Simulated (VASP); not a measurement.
# Mo (Cmcm) in VASP: notebook

Runs on Mo. Level: PBE. Tasks: single point.

Everything below comes from runs of VASP 6.6.1. Logs are shortened: lines on timing, memory, paths and dates and some standing lists are left out, and cuts for length are marked.

## (1) The cell of the first run

Symmetry: Cmcm, No. 63, orthorhombic system. Conventional cell: a = 3.160 Å, b = 4.470 Å, c = 4.470 Å, α = 90.00°, β = 90.00°, γ = 90.00°. Within 3.6 Å of Mo (site symmetry m2m) lie 14 Mo at 2.74 to 3.32 Å.

## (2) Single point, PBE (mode 5 (192.3 1/cm) frozen in, largest displacement +0.113 Å)

File INCAR:

```
  PREC = Accurate
  ENCUT = 520
  EDIFF = 1E-7
  ISMEAR = 0
  SIGMA = 0.15
  LREAL = False
  LASPH = True
  NELM = 60
  ALGO = Fast
  ISIF = 2
  LWAVE = False
  LCHARG = True
  GGA = PE
  LELF = True
  LVHAR = True
  NBANDS = 21
```

File KPOINTS:

```
regular mesh
0
Gamma
  24 24 14
```

File POSCAR:

```
Mo
1.0
   -1.5802194352      1.5802194352      1.5802194352
    1.5802194352     -1.5802194352      1.5802194352
    3.1604388703      3.1604388703      0.0000000000
Mo
2
Direct
   -0.0251704007      0.0251704007      0.0000000000
    0.5251704007      0.4748295993      0.5000000000
```

Potentials or basis: VASP PAW PBE potentials, release 64 (Mo_sv).

The run is started by

```console
$ cat potpaw_PBE.64/Mo_sv/POTCAR > POTCAR
$ mpirun -np 1 vasp_std > vasp.out
```

OUTCAR:

```text
PREC = Accurate
   ENCUT = 520
   EDIFF = 1E-7
   ISMEAR = 0
   LREAL = False
   LASPH = True
   NELM = 60
   ISIF = 2
   GGA = PE

 ion  position               nearest neighbor table
   1  0.975  0.025  0.000-   2 2.75   2 2.75   2 2.75   2 2.75   2 3.01   2 3.01   2 3.32   2 3.32

   2  0.525  0.475  0.500-   1 2.75   1 2.75   1 2.75   1 2.75   1 3.01   1 3.01   1 3.32   1 3.32

  LATTYP: Found a base centered orthorhombic cell.
 ALAT       =     3.1604388704
 B/A-ratio  =     1.4142135624
 C/A-ratio  =     1.4142135623

  Lattice vectors:

 A1 = (  -1.5802194352,   1.5802194352,   1.5802194352)
 A2 = (   1.5802194352,  -1.5802194352,   1.5802194352)
 A3 = (   3.1604388703,   3.1604388703,   0.0000000000)

Analysis of symmetry for initial positions (statically):
=====================================================================
 Subroutine PRICEL returns:
 Original cell was already a primitive cell.

 Routine SETGRP: Setting up the symmetry group for a
 base centered orthorhombic supercell.

 Subroutine GETGRP returns: Found  8 space group operations
 (whereof  4 operations were pure point group operations)
 out of a pool of  8 trial point group operations.

The static configuration has the point symmetry C_2v.
 The point group associated with its full space group is D_2h.

Analysis of symmetry for dynamics (positions and initial velocities):
=====================================================================
 Subroutine PRICEL returns:
 Original cell was already a primitive cell.

 Routine SETGRP: Setting up the symmetry group for a
 base centered orthorhombic supercell.

 Subroutine GETGRP returns: Found  8 space group operations
 (whereof  4 operations were pure point group operations)
 out of a pool of  8 trial point group operations.

The dynamic configuration has the point symmetry C_2v.
 The point group associated with its full space group is D_2h.

 Subroutine INISYM returns: Found  8 space group operations
 (whereof  4 operations are pure point group operations),
 and found     1 'primitive' translations

----------------------------------------------------------------------------------------

                                     Primitive cell

  volume of cell :      31.5676

  direct lattice vectors                    reciprocal lattice vectors
    -1.580219435  1.580219435  1.580219435    -0.158205876  0.158205876  0.316411752
     1.580219435 -1.580219435  1.580219435     0.158205876 -0.158205876  0.316411752
     3.160438870  3.160438870  0.000000000     0.158205876  0.158205876  0.000000000

  length of vectors
     2.737020349  2.737020349  4.469535513     0.387523670  0.387523670  0.223736895

  position of ions in fractional coordinates (direct lattice)
     0.974829599  0.025170401  0.000000000
     0.525170401  0.474829599  0.500000000

  ion indices of the primitive-cell ions
   primitive index   ion index
                 1           1
                 2           2

----------------------------------------------------------------------------------------

 KPOINTS: regular mesh

Automatic generation of k-mesh.
 Grid dimensions read from file:
 generate k-points for:   24   24   14

 Generating k-lattice:

  Cartesian coordinates                     Fractional coordinates (reciprocal lattice)
    -0.006591911  0.006591911  0.013183823     0.041666667  0.000000000  0.000000000
     0.006591911 -0.006591911  0.013183823     0.000000000  0.041666667  0.000000000
     0.011300420  0.011300420  0.000000000     0.000000000  0.000000000  0.071428571

  Length of vectors
     0.016146820  0.016146820  0.015981207

  Shift w.r.t. Gamma in fractional coordinates (k-lattice)
     0.000000000  0.000000000  0.000000000

 Subroutine IBZKPT returns following result:
 ===========================================

 Found   1256 irreducible k-points:

 Following reciprocal coordinates:
            Coordinates               Weight
  0.000000  0.000000  0.000000      1.000000
  0.041667  0.000000  0.000000      4.000000
  0.083333  0.000000  0.000000      4.000000
  0.125000  0.000000  0.000000      4.000000
  0.166667  0.000000  0.000000      4.000000
  0.208333  0.000000  0.000000      4.000000
[... 16 lines left out ...]
  0.416667  0.041667  0.000000      4.000000
  0.458333  0.041667  0.000000      4.000000
 [... further k-points ...]
   k-points           NKPTS =   1256   k-points in BZ     NKDIM =   1256   number of bands    NBANDS=     21
   number of dos      NEDOS =    301   number of ions     NIONS =      2
   total plane-waves  NPLWV =  14400
   dimension x,y,z NGX =    20 NGY =   20 NGZ =   36
   dimension x,y,z NGXF=    40 NGYF=   40 NGZF=   72
   ions per type =               2
   NGX,Y,Z   is equivalent  to a cutoff of  12.15, 12.15, 13.39 a.u.
   NGXF,Y,Z  is equivalent  to a cutoff of  24.30, 24.30, 26.78 a.u.
 SYSTEM =  unknown system
   PREC   = accura    normal or accurate (medium, high low for compatibility)
   ISTART =      0    job   : 0-new  1-cont  2-samecut
   ICHARG =      2    charge: 1-file 2-atom 10-const
   ISPIN  =      1    spin polarized calculation?
   LNONCOLLINEAR =      F non collinear calculations
   LSORBIT =      F    spin-orbit coupling
   LASPH  =      T    aspherical Exc in radial PAW
   ENCUT  =  520.0 eV  38.22 Ry    6.18 a.u.   5.09  5.09  8.31*2*pi/ulx,y,z
   NELM   =     60;   NELMIN=  2; NELMDL= -5     # of ELM steps
   EDIFF  = 0.1E-06   stopping-criterion for ELM
   LREAL  =      F    real-space projection
   EDIFFG = 0.1E-05   stopping-criterion for IOM
   NSW    =      0    number of steps for IOM
   IBRION =     -1    ionic relax: 0-MD 1-quasi-New 2-CG
   NFREE  =      0    steps in history (QN), initial steepest desc. (CG)
   ISIF   =      2    stress and relaxation
   ISYM   =      2    0-nonsym 1-usesym 2-fastsym
   POTIM  = 0.5000    time-step for ionic-motion
   TEBEG  =    0.0;   TEEND  =   0.0 temperature during run
   PSTRESS=    0.0 pullay stress
   NELECT =      28.0000    total number of electrons
   NUPDOWN=      -1.0000    fix difference up-down
   EMIN   =  10.00;   EMAX   =-10.00  energy-range for DOS
   EFERMI =   0.00;   METHOD = LEGACY
   ISMEAR =     0;   SIGMA  =   0.15  broadening in eV -4-tet -1-fermi 0-gaus
   EFERMI_NEDOS =   21; number of points for ismear=-14 and -15
   IALGO  =     68    algorithm
   IMIX   =      4    mixing-type and parameters
     AMIX     =   0.40;   BMIX     =  1.00
     AMIX_MAG =   1.60;   BMIX_MAG =  1.00
  volume/ion in A,a.u.               =      15.78       106.51
  Fermi-wavevector in a.u.,A,eV,Ry     =   1.572945  2.972434 33.662922  2.474155
  Thomas-Fermi vector in A             =   2.674303
   LORBIT       =      0    0 simple, 1 ext, 2 COOP (PROOUT), +10 PAW based schemes
   GGA     = PE    functional components
   LHFCALC =     F    Hartree Fock is set to
   AEXX    =    0.0000 exact exchange contribution
   IVDW    =     0    specifies the selected vdW correction
   LEPSILON=     F    determine dielectric tensor
   LRPA    =     F    only Hartree local field effects (RPA)
 non-spin polarized calculation
 RMM-DIIS sequential band-by-band and
 Gauss-broadening in eV      SIGMA  =   0.15
  energy-cutoff  :      520.00
  volume of cell :       31.57
 maximum number of plane-waves:       872
   NGX = 11   NGY = 11   NGZ = 17

 number of electron      27.9999998 magnetization

 Free energy of the ion-electron system (eV)
  ---------------------------------------------------
  ext. energy  EPLUGINS =         0.00000000
  ---------------------------------------------------
  free energy    TOTEN  =       -21.72263896 eV

  energy without entropy =      -21.70649464  energy(sigma->0) =      -21.71456680

 E-fermi :  12.4230     XC(G=0): -13.3328

 val. band max:       12.4224227607   @ k =  -0.2083   0.1250   0.2143
 cond. band min:      12.4263495196   @ k =  -0.1667   0.1250   0.3571
 fundamental gap:      0.0039267590
 Fermi energy:        12.4230304123

 k-point     1 :       0.0000    0.0000    0.0000
  band No.  band energies     occupation
      1     -48.8245      2.00000
      2     -48.5699      2.00000
      3     -23.4679      2.00000
      4     -22.5374      2.00000
      5     -22.1446      2.00000
      6     -22.1278      2.00000
[... 13 lines left out ...]
     20      16.8642      0.00000
     21      24.4875      0.00000

 k-point     2 :       0.0417    0.0000    0.0000
  band No.  band energies     occupation
      1     -48.8213      2.00000
      2     -48.5688      2.00000
      3     -23.4606      2.00000
      4     -22.5444      2.00000
      5     -22.1564      2.00000
      6     -22.1401      2.00000
[... 13 lines left out ...]
     20      17.0342      0.00000
     21      23.7801      0.00000

 k-point     3 :       0.0833    0.0000    0.0000
  band No.  band energies     occupation
      1     -48.8119      2.00000
      2     -48.5656      2.00000
      3     -23.4386      2.00000
      4     -22.5670      2.00000
      5     -22.1934      2.00000
      6     -22.1836      2.00000
[... 13 lines left out ...]
     20      17.5194      0.00000
     21      23.6557      0.00000

 k-point     4 :       0.1250    0.0000    0.0000
  band No.  band energies     occupation
      1     -48.7968      2.00000
      2     -48.5607      2.00000
      3     -23.4027      2.00000
      4     -22.6093      2.00000
      5     -22.2792      2.00000
      6     -22.2211      2.00000
[... 13 lines left out ...]
     20      18.2262      0.00000
     21      23.4775      0.00000

 k-point     5 :       0.1667    0.0000    0.0000
  band No.  band energies     occupation
      1     -48.7766      2.00000
      2     -48.5548      2.00000
      3     -23.3537      2.00000
      4     -22.6747      2.00000
      5     -22.3920      2.00000
      6     -22.2561      2.00000
[... 13 lines left out ...]
     20      19.0554      0.00000
     21      23.2444      0.00000

 k-point     6 :       0.2083    0.0000    0.0000
  band No.  band energies     occupation
      1     -48.7524      2.00000
      2     -48.5485      2.00000
      3     -23.2930      2.00000
      4     -22.7619      2.00000
      5     -22.5223      2.00000
      6     -22.2832      2.00000
[... 13 lines left out ...]
     20      19.9486      0.00000
     21      22.9816      0.00000

 k-point     7 :       0.2500    0.0000    0.0000
  band No.  band energies     occupation
      1     -48.7253      2.00000
      2     -48.5428      2.00000
      3     -23.2223      2.00000
      4     -22.8634      2.00000
      5     -22.6610      2.00000
      6     -22.3015      2.00000
[... 13 lines left out ...]
     20      20.8736      0.00000
     21      22.7302      0.00000
[... 291 lines left out ...]
      1     -48.6834      2.00000
      2     -48.5434      2.00000
      3     -23.0935      2.00000
      4     -22.9770      2.00000
      5     -22.8161      2.00000
      6     -22.3470      2.00000
[... 13 lines left out ...]
     20      22.1655      0.00000
     21      22.4236      0.00000

 k-point    21 :       0.3333    0.0417    0.0000
  band No.  band energies     occupation
      1     -48.6541      2.00000
      2     -48.5425      2.00000
      3     -23.0741      2.00000
      4     -23.0055      2.00000
      5     -22.9411      2.00000
      6     -22.4098      2.00000
[... 13 lines left out ...]
     20      22.3387      0.00000
     21      22.5096      0.00000

 k-point    22 :       0.3750    0.0417    0.0000
  band No.  band energies     occupation
      1     -48.6264      2.00000
      2     -48.5446      2.00000
      3     -23.1562      2.00000
      4     -23.0475      2.00000
      5     -22.9154      2.00000
      6     -22.4783      2.00000
[... 13 lines left out ...]
     20      21.4583      0.00000
     21      22.6536      0.00000

 k-point    23 :       0.4167    0.0417    0.0000
  band No.  band energies     occupation
      1     -48.6019      2.00000
      2     -48.5498      2.00000
      3     -23.2173      2.00000
      4     -23.1284      2.00000
      5     -22.8281      2.00000
      6     -22.5491      2.00000
[... 13 lines left out ...]
     20      20.4989      0.00000
     21      23.0842      0.00000

 k-point    24 :       0.4583    0.0417    0.0000
  band No.  band energies     occupation
      1     -48.5843      2.00000
      2     -48.5557      2.00000
      3     -23.2538      2.00000
      4     -23.1779      2.00000
      5     -22.7600      2.00000
      6     -22.6071      2.00000
[... 13 lines left out ...]
     20      19.5278      0.00000
     21      23.6564      0.00000

 [... further k-points ...]
[... 5 lines left out ...]
  --------------------------------------------------------------------------------------
  -------------------------------------------------------------------------------------
  Total        0.3742953      0.3742953      0.1445021      0.6225421      0.0000000      0.0000000
  in kB       18.9968993     18.9968993      7.3340299     31.5963663      0.0000000      0.0000000
  external PRESSURE =      15.1092762 kB  Pullay stress =       0.0000000 kB

 VOLUME and BASIS-vectors are now :
 -----------------------------------------------------------------------------
  energy-cutoff  :      520.00
  volume of cell :       31.57
      direct lattice vectors                 reciprocal lattice vectors
    -1.580219435  1.580219435  1.580219435    -0.158205876  0.158205876  0.316411752
     1.580219435 -1.580219435  1.580219435     0.158205876 -0.158205876  0.316411752
     3.160438870  3.160438870  0.000000000     0.158205876  0.158205876  0.000000000

 POSITION                                       TOTAL-FORCE (eV/Angst)
 -----------------------------------------------------------------------------------
     -1.50067      1.50067      1.58022        -0.911043      0.911043      0.000000
      1.50067      1.65977      1.58022         0.911043     -0.911043      0.000000
 -----------------------------------------------------------------------------------
    total drift:                                0.000000     -0.000000      0.000000

  FREE ENERGIE OF THE ION-ELECTRON SYSTEM (eV)
  ---------------------------------------------------
  free  energy   TOTEN  =       -21.7226389603 eV

  energy  without entropy=      -21.7064946363  energy(sigma->0) =      -21.71456680
```

Run time: 5.7 min. Hardware: 1 thread of Intel Xeon 6975P-C (Granite Rapids), shared host; peak memory 0.67 GiB.

Results:

```yaml
Free_energy: -21.7226 eV
Pressure: 1.5 GPa
Largest_force: 1.288 eV/Å
Band_gap_on_the_k_mesh: zero (band 14 reaches 14.09 eV, above the bottom of band 15 at 11.47 eV)
```

Forces on the atoms (eV/Å):
```
Mo  -0.911  0.911  0.000
Mo   0.911 -0.911  0.000
```

Caveat: the cell differs from its parent crystal (mode 5 (192.3 1/cm) frozen in, largest displacement +0.113 Å); forces of over 1 eV/Å act on the atoms, so gaps and moduli don't describe the material at rest.

## (3) Single point, PBE (mode 5 (192.3 1/cm) frozen in, largest displacement -0.300 Å)

File INCAR:

```
SYSTEM = Mo
  ALGO = Fast
  EDIFF = 1E-7
  ENCUT = 520
  GGA = PE
  ISIF = 2
  ISMEAR = 0
  LASPH = .TRUE.
  LCHARG = .FALSE.
  LREAL = .FALSE.
  LWAVE = .FALSE.
  NBANDS = 21
  NELM = 100
  PREC = Accurate
  SIGMA = 0.15
```

File KPOINTS:

```
k-points
0
G
  24 24 14
  0 0 0
```

File POSCAR:

```
Mo
1.0
   -1.5802194352      1.5802194352      1.5802194352
    1.5802194352     -1.5802194352      1.5802194352
    3.1604388703      3.1604388703      0.0000000000
Mo
2
Direct
    0.0671210686     -0.0671210686      0.0000000000
    0.4328789314      0.5671210686      0.5000000000
```

Potentials or basis: VASP PAW PBE potentials, release 64 (Mo_sv).

The run is started by

```console
$ cat potpaw_PBE.64/Mo_sv/POTCAR > POTCAR
$ mpirun -np 1 vasp_std > vasp.out
```

Wall time 6.7 min (1 thread of AMD EPYC 9R45 (Zen 5), shared host); peak memory 0.64 GiB.

It converged, with:

```yaml
Free_energy: -21.1480 eV
Pressure: 5.2 GPa
Largest_force: 1.287 eV/Å
Band_gap_on_the_k_mesh: zero (band 14 reaches 13.60 eV, above the bottom of band 15 at 11.37 eV)
```

Forces on the atoms (eV/Å):
```
Mo   0.910 -0.910  0.000
Mo  -0.910  0.910  0.000
```

Stress tensor (GPa, compression positive):
```
 7.58 11.27  0.00
11.27  7.58  0.00
 0.00  0.00  0.55
```

Levels at points of the mesh, in eV from the Fermi level:
```csv
k point,band 10,band 11,band 12,band 13,band 14,band 15,band 16,band 17,band 18,band 19
"(0.00, 0.00, 0.00)",-4.99,-2.87,-1.57,-0.59,-0.28,0.92,1.27,1.58,1.86,3.41
"(0.50, 0.00, 0.00)",-3.92,-3.77,-1.41,-1.25,-0.51,-0.01,2.49,2.96,4.09,5.93
"(0.50, 0.50, 0.00)",-4.61,-4.49,-2.90,0.53,0.56,1.59,3.92,4.45,4.60,5.93
"(0.00, 0.00, 0.50)",-5.01,-2.59,-2.59,-1.33,-1.33,0.54,0.54,1.99,1.99,3.19
"(0.50, 0.00, 0.50)",-4.86,-2.95,-2.95,1.28,1.28,1.47,1.47,2.80,2.80,4.78
"(0.50, 0.50, 0.50)",-4.70,-2.90,-2.90,-0.48,-0.48,1.72,1.72,4.55,4.55,6.10
```

Caveat: the cell differs from its parent crystal (mode 5 (192.3 1/cm) frozen in, largest displacement -0.300 Å); forces of over 1 eV/Å act on the atoms, so gaps and moduli don't describe the material at rest.

(Continued in part 2 of 2.)
